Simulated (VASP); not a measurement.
Ni: single point with PBEsol

Ni:

```
Ni
1.0
    -1.38372    1.43560    1.38372
     1.38372   -1.43560    1.38372
     1.38372    1.43560   -1.38372
Ni
1
Direct
  0.00000 0.00000 0.00000
```

This cell differs from its parent crystal: strain +0.0375 x Voigt [0, 1, 0, 0, 0, 0].

```json
{"Program": "VASP 6.6.1", "Task": "single point", "Functional": "PBEsol", "Potentials or basis": "VASP PAW PBE potentials, release 64 (Ni)", "Cutoff": "520 eV", "k mesh": "24 × 24 × 24", "Occupations": "gaussian, width 0.15 eV", "Spin": "collinear spin, ferromagnetic start", "Starting moments": "[0.5] μB"}
```

| Quantity | Value |
| --- | --- |
| Pressure | -9.8 GPa |
| Net moment | 0.55 μB per cell |
| Site moments | Ni +0.56 μB |
| Valence electrons inside the program's atomic spheres | Ni 9.30 |

Stress tensor (GPa, compression positive):
```
-10.71   0.00   0.00
  0.00  -7.89   0.00
  0.00   0.00 -10.71
```

Levels at points of the mesh, in eV from the Fermi level:
Spin up:
| k point | band 2 | band 3 | band 4 | band 5 | band 6 | band 7 | band 8 | band 9 |
| --- | --- | --- | --- | --- | --- | --- | --- | --- |
| (0.00, 0.00, 0.00) | -2.32 | -2.32 | -2.14 | -1.01 | -0.77 | 25.78 | 26.56 | 26.56 |
| (0.50, 0.00, 0.00) | -3.09 | -1.05 | -0.72 | -0.06 | 0.15 | 6.25 | 19.29 | 20.21 |
| (0.00, 0.50, 0.00) | -3.31 | -0.81 | -0.70 | -0.04 | 0.45 | 6.66 | 18.38 | 19.08 |
| (0.50, 0.50, 0.50) | -4.13 | -0.29 | -0.26 | -0.26 | 8.71 | 10.15 | 10.15 | 15.06 |
Spin down:
```
           k point  band 1  band 2  band 3  band 4  band 5  band 6  band 7  band 8  band 9  band 10
(0.00, 0.00, 0.00)   -8.87   -1.67   -1.67   -1.52   -0.47   -0.28   25.70   26.49   26.49    30.80
(0.50, 0.00, 0.00)   -4.22   -2.51   -0.49   -0.19    0.13    0.66    6.60   19.25   20.31    24.03
(0.00, 0.50, 0.00)   -4.20   -2.73   -0.27   -0.14    0.43    0.70    6.98   18.35   19.17    23.16
(0.50, 0.50, 0.50)   -3.82   -3.75    0.40    0.47    0.47    8.75   10.19   10.19   15.19    16.07
```

Run time: 6.6 min on 1 thread of Oxide Virtual Turin-like Processor (shared host), peak memory 0.32 GiB.

Caveat: the cell differs from its parent crystal (strain +0.0375 x Voigt [0, 1, 0, 0, 0, 0]); the cell stands under tension; the PAW data sets were made with another functional, which shifts forces and pressure a little.
